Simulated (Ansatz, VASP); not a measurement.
**Si3N4: VASP beside Ansatz**

```
Si N
1.0
     0.00000    3.89372    3.89372
     3.89372    0.00000    3.89372
     3.89372    3.89372    0.00000
Si N
6 8
Direct
  0.12500 0.12500 0.62500
  0.12500 0.62500 0.12500
  0.62500 0.12500 0.12500
  0.12500 0.12500 0.12500
  0.75000 0.75000 0.75000
  0.50000 0.50000 0.50000
  0.36756 0.36756 0.36756
  0.35269 0.88244 0.88244
  0.88244 0.88244 0.35269
  0.88244 0.35269 0.88244
  0.36756 0.36756 0.89731
  0.36756 0.89731 0.36756
  0.88244 0.88244 0.88244
  0.89731 0.36756 0.36756
```

Alike in both runs: task relaxation of cell and atoms; functional PBE; k mesh 6 × 6 × 6; occupations gaussian, width 0.02 eV; no spin polarisation.

```csv
,VASP,Ansatz
version,VASP 6.6.1,Ansatz 0.2.0
potentials or method,"VASP PAW PBE potentials, release 64 (Si, N), cutoff 600 eV","scalar-relativistic, plane waves, PAW"
valence electrons in the cell,64,64
```

|  | VASP | Ansatz | Ansatz less VASP |
| --- | --- | --- | --- |
| gap on the k mesh at the Fermi level, each at its own relaxed structure (eV) | 3.34 | 3.34 | +0.007 |
| relaxed volume (Å³/atom) | 8.43 | 8.44 | +0.009 |
| relaxed length of the cell vector where the two differ most in proportion (Å) | 5.506 | 5.508 | +0.0020 |
